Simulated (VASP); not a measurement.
# BiRh (P6_3/mmc) in VASP: single point with LDA

Aim: the single point of BiRh with LDA.

Everything below comes from runs of VASP 6.6.1. Logs are shortened: lines on timing, memory, paths and dates and some standing lists are left out, and cuts for length are marked.

### Step 1. The cell of the first run

It takes space group P6_3/mmc (No. 194, hexagonal). The conventional cell has a = 4.094 Å, b = 4.094 Å, c = 5.663 Å, α = 90.00°, β = 90.00°, γ = 120.00°. Bi (site symmetry -6m2) has 6 Rh at 2.76 Å within 3.6 Å. Rh (site symmetry -3m) has 6 Bi at 2.76 Å and 2 Rh at 2.83 Å within 3.6 Å.

### Step 2. Single point, LDA

Input file INCAR:

```
SYSTEM = BiRh
ALGO     = Normal         ! electronic algorithm
EDIFF    = 1E-6           ! SCF threshold, eV
ENCUT    = 520            ! plane-wave cutoff, eV
ISIF     = 2              ! what is computed and relaxed
ISMEAR   = 1              ! smearing method
LASPH    = .True.         ! aspherical terms in the spheres
LCHARG   = .False.        ! write CHGCAR
LREAL    = .False.        ! projectors in reciprocal space
LWAVE    = .False.        ! write WAVECAR
NBANDS   = 38             ! bands
NELM     = 100            ! most SCF steps
PREC     = Accurate       ! precision mode
SIGMA    = 0.3            ! smearing width, eV
```

Input file KPOINTS:

```
k-points
0
Gamma
  8 8 5
  0 0 0
```

Input file POSCAR:

```
BiRh
1.0
    4.0940000000      0.0000000000      0.0000000000
   -2.0470000000      3.5455080031      0.0000000000
    0.0000000000      0.0000000000      5.6630000000
Bi Rh
2 2
Direct
    0.3333333333      0.6666666667      0.2500000000
    0.6666666667      0.3333333333      0.7500000000
    0.0000000000      0.0000000000      0.0000000000
    0.0000000000      0.0000000000      0.5000000000
```

Potentials or basis: VASP PAW LDA potentials, release 64 (Bi_d, Rh_pv).

Command:

```bash
cat potpaw_LDA.64/Bi_d/POTCAR potpaw_LDA.64/Rh_pv/POTCAR > POTCAR
mpirun -np 1 vasp_std > vasp.out
```

OUTCAR:

```text
SYSTEM = BiRh
   EDIFF = 1E-6
   ENCUT = 520
   ISIF = 2
   ISMEAR = 1
   LASPH = .True.
   LREAL = .False.
   NELM = 100
   PREC = Accurate

 ion  position               nearest neighbor table
   1  0.333  0.667  0.250-   3 2.76   4 2.76   3 2.76   4 2.76   3 2.76   4 2.76   2 3.69   2 3.69
                             2 3.69   2 3.69   2 3.69   2 3.69
   2  0.667  0.333  0.750-   3 2.76   4 2.76   3 2.76   4 2.76   3 2.76   4 2.76   1 3.69   1 3.69
                             1 3.69   1 3.69   1 3.69   1 3.69
   3  0.000  0.000  0.000-   1 2.76   2 2.76   2 2.76   1 2.76   2 2.76   1 2.76   4 2.83   4 2.83

   4  0.000  0.000  0.500-   1 2.76   2 2.76   2 2.76   1 2.76   2 2.76   1 2.76   3 2.83   3 2.83

  LATTYP: Found a hexagonal cell.
 ALAT       =     4.0940000000
 C/A-ratio  =     1.3832437714

  Lattice vectors:

 A1 = (   4.0940000000,   0.0000000000,   0.0000000000)
 A2 = (  -2.0470000000,   3.5455080031,   0.0000000000)
 A3 = (   0.0000000000,   0.0000000000,   5.6630000000)

Analysis of symmetry for initial positions (statically):
=====================================================================
 Subroutine PRICEL returns:
 Original cell was already a primitive cell.

 Routine SETGRP: Setting up the symmetry group for a
 hexagonal supercell.

 Subroutine GETGRP returns: Found 24 space group operations
 (whereof 12 operations were pure point group operations)
 out of a pool of 24 trial point group operations.

The static configuration has the point symmetry D_3d.
 The point group associated with its full space group is D_6h.

Analysis of symmetry for dynamics (positions and initial velocities):
=====================================================================
 Subroutine PRICEL returns:
 Original cell was already a primitive cell.

 Routine SETGRP: Setting up the symmetry group for a
 hexagonal supercell.

 Subroutine GETGRP returns: Found 24 space group operations
 (whereof 12 operations were pure point group operations)
 out of a pool of 24 trial point group operations.

The dynamic configuration has the point symmetry D_3d.
 The point group associated with its full space group is D_6h.

 Subroutine INISYM returns: Found 24 space group operations
 (whereof 12 operations are pure point group operations),
 and found     1 'primitive' translations

----------------------------------------------------------------------------------------

                                     Primitive cell

  volume of cell :      82.2002

  direct lattice vectors                    reciprocal lattice vectors
     4.094000000  0.000000000  0.000000000     0.244259893  0.141023515  0.000000000
    -2.047000000  3.545508003  0.000000000     0.000000000  0.282047029  0.000000000
     0.000000000  0.000000000  5.663000000     0.000000000  0.000000000  0.176584849

  length of vectors
     4.094000000  4.094000000  5.663000000     0.282047029  0.282047029  0.176584849

  position of ions in fractional coordinates (direct lattice)
     0.333333333  0.666666667  0.250000000
     0.666666667  0.333333333  0.750000000
     0.000000000  0.000000000  0.000000000
     0.000000000  0.000000000  0.500000000

  ion indices of the primitive-cell ions
   primitive index   ion index
                 1           1
                 2           2
                 3           3
                 4           4

----------------------------------------------------------------------------------------

 KPOINTS: k-points

Automatic generation of k-mesh.
 Grid dimensions read from file:
 generate k-points for:    8    8    5

 Generating k-lattice:

  Cartesian coordinates                     Fractional coordinates (reciprocal lattice)
     0.030532487  0.017627939  0.000000000     0.125000000 -0.000000000  0.000000000
     0.000000000  0.035255879  0.000000000     0.000000000  0.125000000  0.000000000
     0.000000000  0.000000000  0.035316970     0.000000000  0.000000000  0.200000000

  Length of vectors
     0.035255879  0.035255879  0.035316970

  Shift w.r.t. Gamma in fractional coordinates (k-lattice)
     0.000000000  0.000000000  0.000000000

 Subroutine IBZKPT returns following result:
 ===========================================

 Found     30 irreducible k-points:

 Following reciprocal coordinates:
            Coordinates               Weight
  0.000000  0.000000  0.000000      1.000000
  0.125000  0.000000  0.000000      6.000000
  0.250000  0.000000  0.000000      6.000000
  0.375000  0.000000  0.000000      6.000000
  0.500000  0.000000  0.000000      3.000000
  0.125000  0.125000  0.000000      6.000000
[... 16 lines left out ...]
  0.250000  0.000000  0.400000     12.000000
  0.375000  0.000000  0.400000     12.000000
 [... further k-points ...]
   k-points           NKPTS =     30   k-points in BZ     NKDIM =     30   number of bands    NBANDS=     38
   number of dos      NEDOS =    301   number of ions     NIONS =      4
   total plane-waves  NPLWV =  37800
   dimension x,y,z NGX =    30 NGY =   30 NGZ =   42
   dimension x,y,z NGXF=    60 NGYF=   60 NGZF=   84
   ions per type =               2   2
   NGX,Y,Z   is equivalent  to a cutoff of  12.18, 12.18, 12.33 a.u.
   NGXF,Y,Z  is equivalent  to a cutoff of  24.36, 24.36, 24.66 a.u.
 SYSTEM =  BiRh
   PREC   = accura    normal or accurate (medium, high low for compatibility)
   ISTART =      0    job   : 0-new  1-cont  2-samecut
   ICHARG =      2    charge: 1-file 2-atom 10-const
   ISPIN  =      1    spin polarized calculation?
   LNONCOLLINEAR =      F non collinear calculations
   LSORBIT =      F    spin-orbit coupling
   LASPH  =      T    aspherical Exc in radial PAW
   ENCUT  =  520.0 eV  38.22 Ry    6.18 a.u.   7.61  7.61 10.53*2*pi/ulx,y,z
   NELM   =    100;   NELMIN=  2; NELMDL= -5     # of ELM steps
   EDIFF  = 0.1E-05   stopping-criterion for ELM
   LREAL  =      F    real-space projection
   EDIFFG = 0.1E-04   stopping-criterion for IOM
   NSW    =      0    number of steps for IOM
   IBRION =     -1    ionic relax: 0-MD 1-quasi-New 2-CG
   NFREE  =      0    steps in history (QN), initial steepest desc. (CG)
   ISIF   =      2    stress and relaxation
   ISYM   =      2    0-nonsym 1-usesym 2-fastsym
   POTIM  = 0.5000    time-step for ionic-motion
   TEBEG  =    0.0;   TEEND  =   0.0 temperature during run
   PSTRESS=    0.0 pullay stress
   NELECT =      60.0000    total number of electrons
   NUPDOWN=      -1.0000    fix difference up-down
   EMIN   =  10.00;   EMAX   =-10.00  energy-range for DOS
   EFERMI =   0.00;   METHOD = LEGACY
   ISMEAR =     1;   SIGMA  =   0.30  broadening in eV -4-tet -1-fermi 0-gaus
   EFERMI_NEDOS =   21; number of points for ismear=-14 and -15
   IALGO  =     38    algorithm
   IMIX   =      4    mixing-type and parameters
     AMIX     =   0.40;   BMIX     =  1.00
     AMIX_MAG =   1.60;   BMIX_MAG =  1.00
  volume/ion in A,a.u.               =      20.55       138.68
  Fermi-wavevector in a.u.,A,eV,Ry     =   1.474012  2.785478 29.561525  2.172711
  Thomas-Fermi vector in A             =   2.588835
   LORBIT       =      0    0 simple, 1 ext, 2 COOP (PROOUT), +10 PAW based schemes
   GGA     = CA    functional components
   LHFCALC =     F    Hartree Fock is set to
   AEXX    =    0.0000 exact exchange contribution
   IVDW    =     0    specifies the selected vdW correction
   LEPSILON=     F    determine dielectric tensor
   LRPA    =     F    only Hartree local field effects (RPA)
 non-spin polarized calculation
 Methfessel and Paxton  Order N= 1 SIGMA  =   0.30
  energy-cutoff  :      520.00
  volume of cell :       82.20
 maximum number of plane-waves:      2235
   NGX = 15   NGY = 15   NGZ = 21

 number of electron      60.0000006 magnetization

 Free energy of the ion-electron system (eV)
  ---------------------------------------------------
  ext. energy  EPLUGINS =         0.00000000
  ---------------------------------------------------
  free energy    TOTEN  =       -27.19249381 eV

  energy without entropy =      -27.18835682  energy(sigma->0) =      -27.19111482

 E-fermi :   9.7834     XC(G=0): -12.1381

 val. band max:        9.7354830531   @ k =   0.3750   0.0000   0.2000
 cond. band min:       9.8334253512   @ k =   0.5000   0.0000   0.0000
 fundamental gap:      0.0979422981
 Fermi energy:         9.7833720898

 k-point     1 :       0.0000    0.0000    0.0000
  band No.  band energies     occupation
      1     -36.1898      2.00000
      2     -35.9878      2.00000
      3     -35.9878      2.00000
      4     -35.9625      2.00000
      5     -35.9625      2.00000
      6     -35.9431      2.00000
[... 30 lines left out ...]
     37      16.5903      0.00000
     38      16.5903      0.00000

 k-point     2 :       0.1250    0.0000    0.0000
  band No.  band energies     occupation
      1     -36.1896      2.00000
      2     -35.9886      2.00000
      3     -35.9879      2.00000
      4     -35.9631      2.00000
      5     -35.9628      2.00000
      6     -35.9431      2.00000
[... 30 lines left out ...]
     37      16.7592      0.00000
     38      17.4341      0.00000

 k-point     3 :       0.2500    0.0000    0.0000
  band No.  band energies     occupation
      1     -36.1892      2.00000
      2     -35.9905      2.00000
      3     -35.9882      2.00000
      4     -35.9643      2.00000
      5     -35.9633      2.00000
      6     -35.9431      2.00000
[... 30 lines left out ...]
     37      16.8025      0.00000
     38      17.4684      0.00000

 k-point     4 :       0.3750    0.0000    0.0000
  band No.  band energies     occupation
      1     -36.1887      2.00000
      2     -35.9924      2.00000
      3     -35.9885      2.00000
      4     -35.9656      2.00000
      5     -35.9639      2.00000
      6     -35.9432      2.00000
[... 30 lines left out ...]
     37      16.7453      0.00000
     38      16.8619      0.00000
[... 703 lines left out ...]
      4     -35.9792      2.00000
      5     -35.9719      2.00000
      6     -35.9715      2.00000
[... 30 lines left out ...]
     37      16.6470      0.00000
     38      17.3023      0.00000

 k-point    23 :       0.2500    0.0000    0.4000
  band No.  band energies     occupation
      1     -36.1050      2.00000
      2     -36.0290      2.00000
      3     -35.9815      2.00000
      4     -35.9796      2.00000
      5     -35.9734      2.00000
      6     -35.9719      2.00000
[... 30 lines left out ...]
     37      17.8976      0.00000
     38      18.6214      0.00000

 k-point    24 :       0.3750    0.0000    0.4000
  band No.  band energies     occupation
      1     -36.1047      2.00000
      2     -36.0289      2.00000
      3     -35.9831      2.00000
      4     -35.9800      2.00000
      5     -35.9749      2.00000
      6     -35.9724      2.00000
[... 30 lines left out ...]
     37      17.9870      0.00000
     38      19.0544      0.00000

 [... further k-points ...]

------------------------ aborting loop because EDIFF is reached ----------------------------------------

  FORCE on cell =-STRESS in cart. coord.  units (eV):
  Direction    XX          YY          ZZ          XY          YZ          ZX
  --------------------------------------------------------------------------------------
  -------------------------------------------------------------------------------------
  Total       -1.0276697     -1.0276697     -1.5653302      0.0000000      0.0000000      0.0000000
  in kB      -20.0304752    -20.0304752    -30.5101023      0.0000000      0.0000000      0.0000000
  external PRESSURE =     -23.5236842 kB  Pullay stress =       0.0000000 kB

 VOLUME and BASIS-vectors are now :
 -----------------------------------------------------------------------------
  energy-cutoff  :      520.00
  volume of cell :       82.20
      direct lattice vectors                 reciprocal lattice vectors
     4.094000000  0.000000000  0.000000000     0.244259893  0.141023515  0.000000000
    -2.047000000  3.545508003  0.000000000     0.000000000  0.282047029  0.000000000
     0.000000000  0.000000000  5.663000000     0.000000000  0.000000000  0.176584849

 POSITION                                       TOTAL-FORCE (eV/Angst)
 -----------------------------------------------------------------------------------
     -0.00000      2.36367      1.41575         0.000000     -0.000000      0.000000
      2.04700      1.18184      4.24725         0.000000      0.000000      0.000000
      0.00000      0.00000      0.00000        -0.000000      0.000000      0.000000
      0.00000      0.00000      2.83150        -0.000000      0.000000      0.000000
 -----------------------------------------------------------------------------------
    total drift:                               -0.000000      0.000000      0.000000

  FREE ENERGIE OF THE ION-ELECTRON SYSTEM (eV)
  ---------------------------------------------------
  free  energy   TOTEN  =       -27.1924938140 eV

  energy  without entropy=      -27.1883568246  energy(sigma->0) =      -27.19111482
```

Wall time 2.1 min (1 thread of AMD EPYC 7R43 (Zen 3), shared host); peak memory 0.17 GiB.

What came out:

```
Free energy            : -27.1925 eV
Pressure               : -2.4 GPa
Band gap on the k mesh : zero (band 30 reaches 11.64 eV, above the bottom of band 31 at 8.84 eV)
```

Stress tensor (GPa, compression positive):
```
-2.00  0.00  0.00
 0.00 -2.00  0.00
 0.00  0.00 -3.05
```

Caveat: spin-orbit coupling is left out, which moves the levels of the heavy elements.
